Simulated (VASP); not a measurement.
Input of a VASP 6.6.1 run:

Contents of INCAR:

```
SYSTEM = ZrN
ALGO = Normal
EDIFF = 1E-6
ENCUT = 600
GGA = PE
GGA_COMPAT = .False.
ISIF = 2
ISMEAR = -1
LASPH = .True.
LCHARG = .False.
LREAL = .False.
LWAVE = .False.
NBANDS = 16
NELM = 120
PREC = Accurate
SIGMA = 0.01
```

Contents of KPOINTS:

```
k-points
0
Gamma
  9 9 9
  0 0 0
```

File POSCAR:

```
ZrN
1.0
    0.0000000000      2.2375999771      2.2375999771
    2.2375999771      0.0000000000      2.2375999771
    2.2375999771      2.2375999771      0.0000000000
Zr N
1 1
Direct
    0.0000000000      0.0000000000      0.0000000000
    0.5000000000      0.5000000000      0.5000000000
```

Potentials or basis: VASP PAW PBE potentials, release 64 (Zr_sv, N).

Launch:

```bash
$ cat potpaw_PBE.64/Zr_sv/POTCAR potpaw_PBE.64/N/POTCAR > POTCAR
$ mpirun -np 1 vasp_std > vasp.out
```

(1) Predict the pressure.

Answers

(1) 23.6 GPa.
